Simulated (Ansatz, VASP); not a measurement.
# Two plane-wave programs on Si

```
Si
1.0
    -3.80169    0.00000    0.00000
    -1.90084   -3.29236    0.00000
    -0.63361   -1.09745   12.57739
Si
8
Direct
  0.33333 0.03116 0.90652
  0.33333 0.19783 0.40652
  0.66667 0.61449 0.15652
  0.66667 0.44783 0.65652
  0.33333 0.30217 0.09348
  0.33333 0.13551 0.59348
  0.66667 0.55217 0.34348
  0.66667 0.38551 0.84348
```

Alike in both runs: task single point; functional LDA; k mesh 10 × 10 × 3; occupations gaussian, width 0.03 eV; no spin polarisation.

|  | VASP | Ansatz |
| --- | --- | --- |
| version | VASP 6.6.1 | Ansatz 0.2.0 |
| potentials or method | VASP PAW LDA potentials, release 64 (Si), cutoff 520 eV | scalar-relativistic, plane waves, PAW |
| valence electrons in the cell | 32 | 32 |

Ansatz gave:

- gap on the k mesh at the Fermi level (eV): none
- pressure (GPa): -0.9
- traceless stress, the component that is largest in VASP (GPa): 3.55
- rms of the force components (eV/Å): 0.402

Task: Estimate VASP's values.

Result: gap on the k mesh at the Fermi level (eV): none; pressure (GPa): -0.8; traceless stress, the component that is largest in VASP (GPa): 3.56; rms of the force components (eV/Å): 0.402.

Ansatz warns that its potentials were made for another functional, while VASP's fit it. LDA's correlation is that of Perdew and Zunger in VASP and of Perdew and Wang (1992) in Ansatz. Atom by atom the forces differ by 0.001 eV/Å (rms over components). A gap of «none» marks a metal or a gap that the smearing closes.
